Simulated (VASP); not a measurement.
MgO, 2 atoms in the cell. Symmetry: F-43m, No. 216, cubic system. Conventional cell: a = 4.564 Å, b = 4.564 Å, c = 4.564 Å, α = 90.00°, β = 90.00°, γ = 90.00°. Mg (site symmetry -43m) has 4 O at 1.98 Å within 2.6 Å. O (site symmetry -43m) has 4 Mg at 1.98 Å within 2.6 Å. 

| Property | Result |
| --- | --- |
| Program | VASP 6.6.1 |
| Task | single point |
| Functional | PBE0 |
| Potentials or basis | VASP PAW PBE potentials, release 64 (Mg, O) |
| Cutoff | 520 eV |
| k mesh | 6 × 6 × 6 |
| Occupations | gaussian, width 0.01 eV |
| Spin | no spin polarisation |
| Dipole correction | no |
| Grid for exact exchange (PRECFOCK) | Normal |
| Further INCAR settings | ALGO = Normal; EDIFF = 1e-06; NBANDS = 11 |
| Share of exact exchange | 0.25 |

Potentials or basis: VASP PAW PBE potentials, release 64 (Mg, O).

The run is started by

```console
$ cat potpaw_PBE.64/Mg/POTCAR potpaw_PBE.64/O/POTCAR > POTCAR
$ cp INCAR.step1 INCAR
$ mpirun -np 1 vasp_std > vasp.out
$ cp INCAR.step2 INCAR
$ mpirun -np 1 vasp_std > vasp.out
```

Hardware: 1 thread of AMD EPYC 7R43 64-Core Processor (Zen 3) (shared host).

**Question.** How long does it take, and how much memory?

**Answer.** Run time: 11 min on 1 thread of AMD EPYC 7R43 64-Core Processor (Zen 3) (shared host), peak memory 0.12 GiB. Counts: k points 16.
